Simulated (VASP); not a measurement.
# Se in VASP: notebook

Runs on Se. Level: PBEsol. Tasks: relaxation of cell and atoms, single point.

All numbers are computed with VASP 6.6.1; they aren't measurements. Logs are shortened: lines on timing, memory, paths and dates and some standing lists are left out, and cuts for length are marked.

## (1) The cell of the first run

The typed cell holds 4 atoms: a = 4.115 Å, b = 8.236 Å, c = 2.706 Å, α = 90.00°, β = 90.00°, γ = 90.00°.

## (2) Relaxation of cell and atoms, PBEsol

The input, INCAR:

```
SYSTEM = Se
PREC = Accurate
ENCUT = 600
EDIFF = 1E-6
ISMEAR = 0
SIGMA = 0.1
LREAL = .False.
LASPH = .True.
NELM = 100
ALGO = Normal
ISIF = 3
LWAVE = .False.
LCHARG = .False.
GGA = PS
IBRION = 2
NSW = 100
EDIFFG = -0.005
```

The input, KPOINTS:

```
regular mesh
0
Gamma
  10 6 16
  0 0 0
```

The input, POSCAR:

```
Se
1.0
    4.1151488462      0.0000000000      0.0000000000
    0.0000000000      8.2362415285      0.0000000000
    0.0000000000      0.0000000000      2.7064009508
Se
4
Direct
    0.6823313078      0.3808557976      0.5000776510
    0.8176686922      0.8808557976      0.4999223490
    0.3176686922      0.6191442024      0.5000776510
    0.1823313078      0.1191442024      0.4999223490
```

Potentials or basis: VASP PAW PBE potentials, release 64 (Se).

On the command line:

```sh
cat potpaw_PBE.64/Se/POTCAR > POTCAR
mpirun -np 1 vasp_std > vasp.out
```

OUTCAR:

```text
SYSTEM = Se
   PREC = Accurate
   ENCUT = 600
   EDIFF = 1E-6
   ISMEAR = 0
   LREAL = .False.
   LASPH = .True.
   NELM = 100
   ISIF = 3
   GGA = PS
   IBRION = 2
   NSW = 100
   EDIFFG = -0.005

 ion  position               nearest neighbor table
   1  0.682  0.381  0.500-   3 2.47
   2  0.818  0.881  0.500-   4 2.47
   3  0.318  0.619  0.500-   1 2.47
   4  0.182  0.119  0.500-   2 2.47

  LATTYP: Found a simple orthorhombic cell.
 ALAT       =     2.7064009508
 B/A-ratio  =     1.5205244607
 C/A-ratio  =     3.0432451356

  Lattice vectors:

 A1 = (   0.0000000000,   0.0000000000,   2.7064009508)
 A2 = (   4.1151488462,   0.0000000000,   0.0000000000)
 A3 = (   0.0000000000,   8.2362415285,   0.0000000000)

Analysis of symmetry for initial positions (statically):
=====================================================================
 Subroutine PRICEL returns:
 Original cell was already a primitive cell.

 Routine SETGRP: Setting up the symmetry group for a
 simple orthorhombic supercell.

 Subroutine GETGRP returns: Found  4 space group operations
 (whereof  2 operations were pure point group operations)
 out of a pool of  8 trial point group operations.

The static configuration has the point symmetry C_2 .
 The point group associated with its full space group is D_2 .

Analysis of symmetry for dynamics (positions and initial velocities):
=====================================================================
 Subroutine PRICEL returns:
 Original cell was already a primitive cell.

 Routine SETGRP: Setting up the symmetry group for a
 simple orthorhombic supercell.

 Subroutine GETGRP returns: Found  4 space group operations
 (whereof  2 operations were pure point group operations)
 out of a pool of  8 trial point group operations.

The dynamic configuration has the point symmetry C_2 .
 The point group associated with its full space group is D_2 .

 Subroutine INISYM returns: Found  4 space group operations
 (whereof  2 operations are pure point group operations),
 and found     1 'primitive' translations

----------------------------------------------------------------------------------------

                                     Primitive cell

  volume of cell :      91.7290

  direct lattice vectors                    reciprocal lattice vectors
     4.115148846  0.000000000  0.000000000     0.243004576  0.000000000  0.000000000
     0.000000000  8.236241529  0.000000000     0.000000000  0.121414604  0.000000000
     0.000000000  0.000000000  2.706400951     0.000000000  0.000000000  0.369494402

  length of vectors
     4.115148846  8.236241529  2.706400951     0.243004576  0.121414604  0.369494402

  position of ions in fractional coordinates (direct lattice)
     0.682331308  0.380855798  0.500077651
     0.817668692  0.880855798  0.499922349
     0.317668692  0.619144202  0.500077651
     0.182331308  0.119144202  0.499922349

  ion indices of the primitive-cell ions
   primitive index   ion index
                 1           1
                 2           2
                 3           3
                 4           4

----------------------------------------------------------------------------------------

 KPOINTS: regular mesh

Automatic generation of k-mesh.
 Grid dimensions read from file:
 generate k-points for:   10    6   16

 Generating k-lattice:

  Cartesian coordinates                     Fractional coordinates (reciprocal lattice)
     0.024300458  0.000000000  0.000000000     0.100000000  0.000000000  0.000000000
     0.000000000  0.020235767  0.000000000     0.000000000  0.166666667  0.000000000
     0.000000000  0.000000000  0.023093400     0.000000000  0.000000000  0.062500000

  Length of vectors
     0.024300458  0.020235767  0.023093400

  Shift w.r.t. Gamma in fractional coordinates (k-lattice)
     0.000000000  0.000000000  0.000000000

 Subroutine IBZKPT returns following result:
 ===========================================

 Found    216 irreducible k-points:

 Following reciprocal coordinates:
            Coordinates               Weight
  0.000000  0.000000  0.000000      1.000000
  0.100000  0.000000  0.000000      2.000000
  0.200000  0.000000  0.000000      2.000000
  0.300000  0.000000  0.000000      2.000000
  0.400000  0.000000  0.000000      2.000000
  0.500000  0.000000  0.000000      1.000000
[... 16 lines left out ...]
  0.400000  0.500000  0.000000      2.000000
  0.500000  0.500000  0.000000      1.000000
 [... further k-points ...]
   k-points           NKPTS =    216   k-points in BZ     NKDIM =    216   number of bands    NBANDS=     16
   number of dos      NEDOS =    301   number of ions     NIONS =      4
   total plane-waves  NPLWV =  60480
   dimension x,y,z NGX =    36 NGY =   70 NGZ =   24
   dimension x,y,z NGXF=    72 NGYF=  140 NGZF=   48
   ions per type =               4
   NGX,Y,Z   is equivalent  to a cutoff of  14.54, 14.13, 14.74 a.u.
   NGXF,Y,Z  is equivalent  to a cutoff of  29.09, 28.26, 29.48 a.u.
 SYSTEM =  Se
   PREC   = accura    normal or accurate (medium, high low for compatibility)
   ISTART =      0    job   : 0-new  1-cont  2-samecut
   ICHARG =      2    charge: 1-file 2-atom 10-const
   ISPIN  =      1    spin polarized calculation?
   LNONCOLLINEAR =      F non collinear calculations
   LSORBIT =      F    spin-orbit coupling
   LASPH  =      T    aspherical Exc in radial PAW
   ENCUT  =  600.0 eV  44.10 Ry    6.64 a.u.   8.22 16.45  5.41*2*pi/ulx,y,z
   NELM   =    100;   NELMIN=  2; NELMDL= -5     # of ELM steps
   EDIFF  = 0.1E-05   stopping-criterion for ELM
   LREAL  =      F    real-space projection
   EDIFFG = -.5E-02   stopping-criterion for IOM
   NSW    =    100    number of steps for IOM
   IBRION =      2    ionic relax: 0-MD 1-quasi-New 2-CG
   NFREE  =      1    steps in history (QN), initial steepest desc. (CG)
   ISIF   =      3    stress and relaxation
   ISYM   =      2    0-nonsym 1-usesym 2-fastsym
   POTIM  = 0.5000    time-step for ionic-motion
   TEBEG  =    0.0;   TEEND  =   0.0 temperature during run
   PSTRESS=    0.0 pullay stress
   NELECT =      24.0000    total number of electrons
   NUPDOWN=      -1.0000    fix difference up-down
   EMIN   =  10.00;   EMAX   =-10.00  energy-range for DOS
   EFERMI =   0.00;   METHOD = LEGACY
   ISMEAR =     0;   SIGMA  =   0.10  broadening in eV -4-tet -1-fermi 0-gaus
   EFERMI_NEDOS =   21; number of points for ismear=-14 and -15
   IALGO  =     38    algorithm
   IMIX   =      4    mixing-type and parameters
     AMIX     =   0.40;   BMIX     =  1.00
     AMIX_MAG =   1.60;   BMIX_MAG =  1.00
  volume/ion in A,a.u.               =      22.93       154.75
  Fermi-wavevector in a.u.,A,eV,Ry     =   1.047071  1.978678 14.916865  1.096359
  Thomas-Fermi vector in A             =   2.181936
   LORBIT       =      0    0 simple, 1 ext, 2 COOP (PROOUT), +10 PAW based schemes
   GGA     = PS    functional components
   LHFCALC =     F    Hartree Fock is set to
   AEXX    =    0.0000 exact exchange contribution
   IVDW    =     0    specifies the selected vdW correction
   LEPSILON=     F    determine dielectric tensor
   LRPA    =     F    only Hartree local field effects (RPA)
 conjugate gradient relaxation of ions
 non-spin polarized calculation
 Gauss-broadening in eV      SIGMA  =   0.10
  energy-cutoff  :      600.00
  volume of cell :       91.73
 maximum number of plane-waves:      3103
 NGX is ok and might be reduce to    36
   NGX = 17   NGY = 33   NGZ = 11

--------------------------------------- Ionic step        1  -------------------------------------------

 number of electron      24.0000000 magnetization

 Free energy of the ion-electron system (eV)
  ---------------------------------------------------
  ext. energy  EPLUGINS =         0.00000000
  ---------------------------------------------------
  free energy    TOTEN  =       -15.08717204 eV

  energy without entropy =      -15.08075530  energy(sigma->0) =      -15.08396367

------------------------ aborting loop because EDIFF is reached ----------------------------------------

  FORCE on cell =-STRESS in cart. coord.  units (eV):
  Direction    XX          YY          ZZ          XY          YZ          ZX
  --------------------------------------------------------------------------------------
  -------------------------------------------------------------------------------------
  Total        0.0446780      0.0951391      0.0905982      0.0000000      0.0000000      0.0000000
  in kB        0.7803640      1.6617396      1.5824261      0.0000000      0.0000000      0.0000000
  external PRESSURE =       1.3415099 kB  Pullay stress =       0.0000000 kB
[... 213 lines left out ...]
  energy  without entropy=      -15.0810233169  energy(sigma->0) =      -15.08417721

--------------------------------------- Ionic step        7  -------------------------------------------

 number of electron      23.9999999 magnetization

 Free energy of the ion-electron system (eV)
  ---------------------------------------------------
  ext. energy  EPLUGINS =         0.00000000
  ---------------------------------------------------
  free energy    TOTEN  =       -15.08735412 eV

  energy without entropy =      -15.08107867  energy(sigma->0) =      -15.08421640

 E-fermi :   4.3065     XC(G=0):  -9.9477

 val. band max:        4.3030236984   @ k =   0.2000   0.0000   0.3125
 cond. band min:       4.3123695559   @ k =   0.4000   0.0000   0.5000
 fundamental gap:      0.0093458574
 Fermi energy:         4.3064754271

 k-point     1 :       0.0000    0.0000    0.0000
  band No.  band energies     occupation
      1     -11.9206      2.00000
      2     -10.8451      2.00000
      3      -9.7954      2.00000
      4      -7.9240      2.00000
      5      -1.4950      2.00000
      6      -0.5203      2.00000
[... 8 lines left out ...]
     15       7.6025      0.00000
     16       8.3387      0.00000
[... 420 lines left out ...]
  band No.  band energies     occupation
      1     -10.9714      2.00000
      2     -10.9714      2.00000
      3      -9.2527      2.00000
      4      -9.2527      2.00000
      5      -1.7331      2.00000
      6      -1.7331      2.00000
[... 8 lines left out ...]
     15       8.6552      0.00000
     16       8.6552      0.00000

 [... further k-points ...]

------------------------ aborting loop because EDIFF is reached ----------------------------------------

  FORCE on cell =-STRESS in cart. coord.  units (eV):
  Direction    XX          YY          ZZ          XY          YZ          ZX
  --------------------------------------------------------------------------------------
  -------------------------------------------------------------------------------------
  Total       -0.0170686     -0.0031780      0.0130732      0.0000000      0.0000000      0.0000000
  in kB       -0.2981328     -0.0555095      0.2283467      0.0000000      0.0000000      0.0000000
  external PRESSURE =      -0.0417652 kB  Pullay stress =       0.0000000 kB
[... 19 lines left out ...]
  FREE ENERGIE OF THE ION-ELECTRON SYSTEM (eV)
  ---------------------------------------------------
  free  energy   TOTEN  =       -15.0873541216 eV

  energy  without entropy=      -15.0810786706  energy(sigma->0) =      -15.08421640

 reached required accuracy - stopping structural energy minimisation
```

It took 6.4 min on 1 thread of Intel Xeon 6975P-C (Granite Rapids), shared host; peak memory 0.47 GiB.

What came out:

```
Free energy                  : -15.0874 eV
Energy gained by relaxing    : 0.0 meV/atom
Ionic steps                  : 7
Pressure after relaxing      : 0.0 GPa
Largest force after relaxing : 0.004 eV/Å
Band gap on the k mesh       : zero (band 12 reaches 6.82 eV, above the bottom of band 13 at 2.90 eV)
```

Forces on the atoms (eV/Å):
```
Se   0.004  0.002  0.000
Se  -0.004  0.002  0.000
Se  -0.004 -0.002  0.000
Se   0.004 -0.002  0.000
```

The path:
```
step  energy change (eV)  largest force (eV/Å)  pressure (GPa)  volume (Å³)
   1              0.0000                0.0205            0.13        91.73
   2             -0.0001                0.0013           -0.11        91.98
   3             -0.0001                0.0086           -0.02        91.89
   4             -0.0001                0.0065           -0.02        91.86
   5             -0.0001                0.0030           -0.01        91.78
   6             -0.0002                0.0033           -0.01        91.77
   7             -0.0002                0.0043            0.00        91.73
```

Final structure:
```
CELL_PARAMETERS angstrom
4.10941 0.00000 0.00000
0.00000 8.24325 0.00000
0.00000 0.00000 2.70783
ATOMIC_POSITIONS crystal
Se 0.68291 0.38060 0.50006
Se 0.81709 0.88060 0.49994
Se 0.31709 0.61940 0.50006
Se 0.18291 0.11940 0.49994
```

Levels at points of the mesh, in eV from the Fermi level:
```tsv
k point	band 9	band 10	band 11	band 12	band 13	band 14	band 15	band 16
(0.00, 0.00, 0.00)	-2.81	-2.30	1.12	1.55	2.48	3.24	3.30	4.03
(0.50, 0.00, 0.00)	-2.60	-2.60	2.51	2.51	3.16	3.16	4.35	4.35
(0.00, 0.50, 0.00)	-1.92	-1.92	0.48	0.48	2.77	2.77	4.68	4.68
(0.50, 0.50, 0.00)	-0.27	-0.27	1.19	1.19	3.16	3.16	4.35	4.35
(0.00, 0.00, 0.50)	-3.71	-2.69	-1.01	-0.76	-0.45	-0.11	3.15	3.46
(0.50, 0.00, 0.50)	-4.42	-4.42	-1.17	-1.17	-0.26	-0.26	3.04	3.04
(0.00, 0.50, 0.50)	-3.18	-3.18	-1.06	-1.06	0.15	0.15	2.80	2.80
(0.50, 0.50, 0.50)	-3.79	-3.79	-2.89	-2.89	1.72	1.72	3.28	3.28
```

Caveat: the PAW data sets were made with another functional, which shifts forces and pressure a little.

(Continued in part 2 of 2.)
